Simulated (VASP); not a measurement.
Wanted: the native input for a VASP 6.6.1 run.

```
Task                   : single point
Functional             : PBEsol
Potentials or basis    : VASP PAW PBE potentials, release 64 (Ag)
Cutoff                 : 520 eV
k mesh                 : 28 × 28 × 28
Occupations            : gaussian, width 0.15 eV
Spin                   : no spin polarisation
Dipole correction      : no
Further INCAR settings : ALGO = Fast; EDIFF = 1e-06; NBANDS = 12
```

The structure of Ag lies in POSCAR:

```
Ag
1.0
   -1.6346498993      1.6346498993      1.5692639033
    1.6346498993     -1.6346498993      1.5692639033
    1.6346498993      1.6346498993     -1.5692639033
Ag
1
Direct
    0.0000000000      0.0000000000      0.0000000000
```

This cell differs from its parent crystal: ratio of the length along z to the lengths across it x 0.96, volume and fractional coordinates fixed.

The input as run:

INCAR

```
PREC = Accurate
ENCUT = 520
EDIFF = 1E-6
ISMEAR = 0
SIGMA = 0.15
LREAL = False
LASPH = True
NELM = 80
ALGO = Fast
ISIF = 2
LWAVE = False
LCHARG = False
GGA = PS
NBANDS = 12
```

KPOINTS

```
regular mesh
0
Gamma
  28 28 28
```

Potentials or basis: VASP PAW PBE potentials, release 64 (Ag).

Command:

```bash
$ cat potpaw_PBE.64/Ag/POTCAR > POTCAR
$ mpirun -np 1 vasp_std > vasp.out
```

Results of the run:

```json
{
 "Pressure": "-0.1 GPa",
 "Band gap on the k mesh": "zero (an odd number of electrons rules out a gap without spin polarisation)"
}
```

Caveat: the PAW data sets were made with another functional, which shifts forces and pressure a little.

It took 3.1 min on 1 thread of AMD EPYC 9R45 96-Core Processor (Zen 5), with other jobs on the host, peak memory 0.38 GiB.
